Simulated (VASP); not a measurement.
# GaAs (F-43m) in VASP: notebook

Runs on GaAs. Level: PBEsol. Tasks: single point, relaxation of cell and atoms.

Program: VASP 6.6.1. These are calculated values, not measurements. Logs are shortened: lines on timing, memory, paths and dates and some standing lists are left out, and cuts for length are marked.

## (1) The cell of the first run

It takes space group F-43m (No. 216, cubic). Conventional cell: a = 5.366 Å, b = 5.366 Å, c = 5.366 Å, α = 90.00°, β = 90.00°, γ = 90.00°. Within 3.1 Å of Ga (site symmetry -43m) lie 4 As at 2.32 Å. Within 3.1 Å of As (site symmetry -43m) lie 4 Ga at 2.32 Å.

## (2) Single point, PBEsol

The input, INCAR:

```
SYSTEM = GaAs
  PREC = Accurate
  ENCUT = 520
  EDIFF = 1E-6
  ISMEAR = 0
  SIGMA = 0.01
  LREAL = .FALSE.
  LASPH = .TRUE.
  NELM = 60
  ALGO = Normal
  ISIF = 2
  LWAVE = .FALSE.
  LCHARG = .TRUE.
  GGA = PS
  LELF = .TRUE.
  LVHAR = .TRUE.
  NBANDS = 16
```

The input, KPOINTS:

```
regular mesh
0
G
  12 12 12
  0 0 0
```

The input, POSCAR:

```
GaAs
1.0
    0.0000000000      2.6827529126      2.6827529126
    2.6827529126      0.0000000000      2.6827529126
    2.6827529126      2.6827529126      0.0000000000
Ga As
1 1
Direct
    0.0000000000      0.0000000000      0.0000000000
    0.7500000000      0.7500000000      0.7500000000
```

Potentials or basis: VASP PAW PBE potentials, release 64 (Ga_d, As).

Launch:

```console
$ cat potpaw_PBE.64/Ga_d/POTCAR potpaw_PBE.64/As/POTCAR > POTCAR
$ mpirun -np 1 vasp_std > vasp.out
```

OUTCAR:

```text
SYSTEM = GaAs
   PREC = Accurate
   ENCUT = 520
   EDIFF = 1E-6
   ISMEAR = 0
   LREAL = .FALSE.
   LASPH = .TRUE.
   NELM = 60
   ISIF = 2
   GGA = PS

 ion  position               nearest neighbor table
   1  0.000  0.000  0.000-   2 2.32   2 2.32   2 2.32   2 2.32
   2  0.750  0.750  0.750-   1 2.32   1 2.32   1 2.32   1 2.32

  LATTYP: Found a face centered cubic cell.
 ALAT       =     5.3655058252

  Lattice vectors:

 A1 = (   0.0000000000,   2.6827529126,   2.6827529126)
 A2 = (   2.6827529126,   0.0000000000,   2.6827529126)
 A3 = (   2.6827529126,   2.6827529126,   0.0000000000)

Analysis of symmetry for initial positions (statically):
=====================================================================
 Subroutine PRICEL returns:
 Original cell was already a primitive cell.

 Routine SETGRP: Setting up the symmetry group for a
 face centered cubic supercell.

 Subroutine GETGRP returns: Found 24 space group operations
 (whereof 24 operations were pure point group operations)
 out of a pool of 48 trial point group operations.

The static configuration has the point symmetry T_d .

Analysis of symmetry for dynamics (positions and initial velocities):
=====================================================================
 Subroutine PRICEL returns:
 Original cell was already a primitive cell.

 Routine SETGRP: Setting up the symmetry group for a
 face centered cubic supercell.

 Subroutine GETGRP returns: Found 24 space group operations
 (whereof 24 operations were pure point group operations)
 out of a pool of 48 trial point group operations.

The dynamic configuration has the point symmetry T_d .

 Subroutine INISYM returns: Found 24 space group operations
 (whereof 24 operations are pure point group operations),
 and found     1 'primitive' translations

----------------------------------------------------------------------------------------

                                     Primitive cell

  volume of cell :      38.6164

  direct lattice vectors                    reciprocal lattice vectors
     0.000000000  2.682752913  2.682752913    -0.186375718  0.186375718  0.186375718
     2.682752913  0.000000000  2.682752913     0.186375718 -0.186375718  0.186375718
     2.682752913  2.682752913  0.000000000     0.186375718  0.186375718 -0.186375718

  length of vectors
     3.793985553  3.793985553  3.793985553     0.322812213  0.322812213  0.322812213

  position of ions in fractional coordinates (direct lattice)
     0.000000000  0.000000000  0.000000000
     0.750000000  0.750000000  0.750000000

[... 77 lines left out ...]
   LREAL  =      F    real-space projection
   EDIFFG = 0.1E-04   stopping-criterion for IOM
   NSW    =      0    number of steps for IOM
   IBRION =     -1    ionic relax: 0-MD 1-quasi-New 2-CG
   NFREE  =      0    steps in history (QN), initial steepest desc. (CG)
   ISIF   =      2    stress and relaxation
   ISYM   =      2    0-nonsym 1-usesym 2-fastsym
   POTIM  = 0.5000    time-step for ionic-motion
   TEBEG  =    0.0;   TEEND  =   0.0 temperature during run
   PSTRESS=    0.0 pullay stress
   NELECT =      18.0000    total number of electrons
   NUPDOWN=      -1.0000    fix difference up-down
   EMIN   =  10.00;   EMAX   =-10.00  energy-range for DOS
   EFERMI =   0.00;   METHOD = LEGACY
   ISMEAR =     0;   SIGMA  =   0.01  broadening in eV -4-tet -1-fermi 0-gaus
   EFERMI_NEDOS =   21; number of points for ismear=-14 and -15
   IALGO  =     38    algorithm
   IMIX   =      4    mixing-type and parameters
     AMIX     =   0.40;   BMIX     =  1.00
     AMIX_MAG =   1.60;   BMIX_MAG =  1.00
  volume/ion in A,a.u.               =      19.31       130.30
  Fermi-wavevector in a.u.,A,eV,Ry     =   1.269331  2.398688 21.921734  1.611202
  Thomas-Fermi vector in A             =   2.402378
   LORBIT       =      0    0 simple, 1 ext, 2 COOP (PROOUT), +10 PAW based schemes
   GGA     = PS    functional components
   LHFCALC =     F    Hartree Fock is set to
   AEXX    =    0.0000 exact exchange contribution
   IVDW    =     0    specifies the selected vdW correction
   LEPSILON=     F    determine dielectric tensor
   LRPA    =     F    only Hartree local field effects (RPA)
 non-spin polarized calculation
 Gauss-broadening in eV      SIGMA  =   0.01
  energy-cutoff  :      520.00
  volume of cell :       38.62
 maximum number of plane-waves:      1056
   NGX = 15   NGY = 15   NGZ = 15

 number of electron      17.9999988 magnetization

 Free energy of the ion-electron system (eV)
  ---------------------------------------------------
  ext. energy  EPLUGINS =         0.00000000
  ---------------------------------------------------
  free energy    TOTEN  =        -8.79496798 eV

  energy without entropy =       -8.79496798  energy(sigma->0) =       -8.79496798

 E-fermi :   5.5367     XC(G=0): -10.4943

 val. band max:        5.4148144739   @ k =   0.0000   0.0000   0.0000
 cond. band min:       6.4220908131   @ k =   0.5000   0.5000   0.0000
 fundamental gap:      1.0072763393
 Fermi energy:         5.5367257483

 k-point     1 :       0.0000    0.0000    0.0000
  band No.  band energies     occupation
      1      -9.7404      2.00000
      2      -9.7404      2.00000
      3      -9.7404      2.00000
      4      -9.6127      2.00000
      5      -9.6127      2.00000
      6      -8.5961      2.00000
[... 433 lines left out ...]
      3      -9.6955      2.00000
      4      -9.6151      2.00000
      5      -9.6085      2.00000
      6      -6.0364      2.00000
[... 8 lines left out ...]
     15      16.2610      0.00000
     16      17.1009      0.00000

 [... further k-points ...]

------------------------ aborting loop because EDIFF is reached ----------------------------------------

  FORCE on cell =-STRESS in cart. coord.  units (eV):
  Direction    XX          YY          ZZ          XY          YZ          ZX
  --------------------------------------------------------------------------------------
  -------------------------------------------------------------------------------------
  Total        3.9298743      3.9298743      3.9298743      0.0000000      0.0000000      0.0000000
  in kB      163.0486550    163.0486550    163.0486550      0.0000000      0.0000000      0.0000000
  external PRESSURE =     163.0486550 kB  Pullay stress =       0.0000000 kB

 VOLUME and BASIS-vectors are now :
 -----------------------------------------------------------------------------
  energy-cutoff  :      520.00
  volume of cell :       38.62
      direct lattice vectors                 reciprocal lattice vectors
     0.000000000  2.682752913  2.682752913    -0.186375718  0.186375718  0.186375718
     2.682752913  0.000000000  2.682752913     0.186375718 -0.186375718  0.186375718
     2.682752913  2.682752913  0.000000000     0.186375718  0.186375718 -0.186375718

 POSITION                                       TOTAL-FORCE (eV/Angst)
 -----------------------------------------------------------------------------------
      0.00000      0.00000      0.00000        -0.000000     -0.000000     -0.000000
      4.02413      4.02413      4.02413         0.000000      0.000000      0.000000
 -----------------------------------------------------------------------------------
    total drift:                               -0.000000     -0.000000     -0.000001

  FREE ENERGIE OF THE ION-ELECTRON SYSTEM (eV)
  ---------------------------------------------------
  free  energy   TOTEN  =        -8.7949679830 eV

  energy  without entropy=       -8.7949679830  energy(sigma->0) =       -8.79496798
```

It took 24 s on 1 thread of Intel Xeon 6975P-C (Granite Rapids), shared host; peak memory 0.18 GiB.

Results:

```
Free energy            : -8.7950 eV
Pressure               : 16.3 GPa
Band gap on the k mesh : 1.01 eV (least direct gap 1.69 eV)
```

Levels at points of the mesh, in eV from the valence-band top:
```tsv
k point	band 7	band 8	band 9	band 10	band 11	band 12
(0.00, 0.00, 0.00)	0.00	0.00	0.00	1.69	3.70	3.70
(0.50, 0.00, 0.00)	-7.66	-1.41	-1.41	1.39	4.59	4.59
(0.50, 0.50, 0.00)	-7.67	-3.31	-3.31	1.01	1.42	11.42
```

Caveat: the cell stands under pressure; the PAW data sets were made with another functional, which shifts forces and pressure a little.

## (3) Single point, PBEsol

This run uses another cell than the first one, of 22.65 Å³/atom.

The input, INCAR:

```
SYSTEM = GaAs
PREC = Accurate
ENCUT = 520
EDIFF = 1E-7
ISMEAR = 0
SIGMA = 0.01
LREAL = .FALSE.
LASPH = .TRUE.
NELM = 100
ALGO = Normal
ISIF = 2
LWAVE = .FALSE.
LCHARG = .FALSE.
GGA = PS
NBANDS = 16
```

KPOINTS is that of step 2.

The input, POSCAR:

```
GaAs
1.0
    0.0000000000      2.8295586673      2.8295586673
    2.8295586673      0.0000000000      2.8295586673
    2.8295586673      2.8295586673      0.0000000000
Ga As
1 1
Direct
    0.0000000000      0.0000000000      0.0000000000
    0.7500000000      0.7500000000      0.7500000000
```

Potentials or basis: VASP PAW PBE potentials, release 64 (Ga_d, As).

Launch:

```console
$ cat potpaw_PBE.64/Ga_d/POTCAR potpaw_PBE.64/As/POTCAR > POTCAR
$ mpirun -np 1 vasp_std > vasp.out
```

Run time: 27 s. Hardware: 1 thread of Intel Xeon 6975P-C (Granite Rapids), shared host; peak memory 0.2 GiB.

The run converged. Its results:

* Free energy: -9.0925 eV
* Pressure: 0.2 GPa
* Band gap on the k mesh: 0.43 eV

Levels at points of the mesh, in eV from the valence-band top:
```tsv
k point	band 6	band 7	band 8	band 9	band 10	band 11	band 12	band 13
(0.00, 0.00, 0.00)	-12.73	0.00	0.00	0.00	0.43	3.69	3.69	3.69
(0.50, 0.00, 0.00)	-10.96	-6.66	-1.14	-1.14	0.92	4.58	4.58	7.58
(0.50, 0.50, 0.00)	-10.22	-6.84	-2.69	-2.69	1.36	1.57	10.11	10.11
```

Caveat: semilocal functionals underestimate gaps, and a narrow one can read as zero; the PAW data sets were made with another functional, which shifts forces and pressure a little.

## (4) Relaxation of cell and atoms, PBEsol

This run uses another cell than the first one, of 22.64 Å³/atom.

The input, INCAR:

```
ALGO     = Normal         # electronic algorithm
EDIFF    = 1E-6           # SCF threshold, eV
EDIFFG   = -0.001         # ionic threshold
ENCUT    = 600            # plane-wave cutoff, eV
GGA      = PS             # functional
IBRION   = 2              # ionic algorithm
ISIF     = 3              # what is computed and relaxed
ISMEAR   = 0              # smearing method
LASPH    = True           # aspherical terms in the spheres
LCHARG   = False          # write CHGCAR
LREAL    = False          # projectors in reciprocal space
LWAVE    = False          # write WAVECAR
NELM     = 60             # most SCF steps
NSW      = 80             # ionic steps
PREC     = Accurate       # precision mode
SIGMA    = 0.01           # smearing width, eV
```

The input, KPOINTS:

```
k-points
0
Gamma
  12 12 12
```

The input, POSCAR:

```
GaAs
1.0
    0.0000000000      2.8291375213      2.8291375213
    2.8291375213      0.0000000000      2.8291375213
    2.8291375213      2.8291375213      0.0000000000
Ga As
1 1
Direct
    0.0000000000      0.0000000000      0.0000000000
    0.7500000000      0.7500000000      0.7500000000
```

Launch:

```console
$ cat potpaw_PBE.64/Ga_d/POTCAR potpaw_PBE.64/As/POTCAR > POTCAR
$ mpirun -np 1 vasp_std > vasp.out
```

Run time: 1.7 min. Hardware: 1 thread of Intel Xeon 6975P-C (Granite Rapids), shared host; peak memory 0.22 GiB.

The run converged. Its results:

```yaml
Free_energy: -9.0925 eV
Relaxed_volume: 22.70 Å³/atom
Relaxed_cell: a = 4.004 Å, b = 4.004 Å, c = 4.004 Å, α = 60.00°, β = 60.00°, γ = 60.00°
Space_group_after_relaxing_to_0.1_Å: F-43m (No. 216)
Energy_gained_by_relaxing: 0.0 meV/atom
Ionic_steps: 19
Pressure_after_relaxing: 0.0 GPa
Band_gap_on_the_k_mesh: 0.42 eV
```

Final structure:
```
CELL_PARAMETERS angstrom
0.00000 2.83154 2.83154
2.83154 0.00000 2.83154
2.83154 2.83154 0.00000
ATOMIC_POSITIONS crystal
Ga 0.00000 0.00000 0.00000
As 0.75000 0.75000 0.75000
```

Levels at points of the mesh, in eV from the valence-band top:
| k point | band 6 | band 7 | band 8 | band 9 | band 10 | band 11 | band 12 | band 13 |
| --- | --- | --- | --- | --- | --- | --- | --- | --- |
| (0.00, 0.00, 0.00) | -12.72 | 0.00 | 0.00 | 0.00 | 0.42 | 3.69 | 3.69 | 3.69 |
| (0.50, 0.00, 0.00) | -10.95 | -6.65 | -1.14 | -1.14 | 0.92 | 4.58 | 4.58 | 7.58 |
| (0.50, 0.50, 0.00) | -10.22 | -6.83 | -2.68 | -2.68 | 1.36 | 1.58 | 10.09 | 10.09 |

Caveat: semilocal functionals underestimate gaps, and a narrow one can read as zero; the PAW data sets were made with another functional, which shifts forces and pressure a little.

## (5) The runs side by side

```tsv
task	cell	cutoff (eV)	gap on the mesh (eV)	pressure (GPa)
single point	a = 3.794 Å, angles 60.0°, 2 atoms	520	1.01	16.3
single point	a = 4.002 Å, angles 60.0°, 2 atoms	520	0.43	0.2
relaxation of cell and atoms	relaxed from a = 4.001 Å, angles 60.0°, 2 atoms	600	0.42	0.0
```

Alike in all rows: level PBEsol; potentials or basis VASP PAW PBE potentials, release 64 (Ga_d, As); no spin polarisation; k mesh 12 × 12 × 12; smearing gaussian 0.01 eV.

Caveats: the PAW data sets were made with another functional, which shifts forces and pressure a little; semilocal functionals underestimate gaps, and a narrow one can read as zero (at least some runs); the cell stands under pressure (at least some runs).

Absolute energies hang on the potentials; compare differences alone.
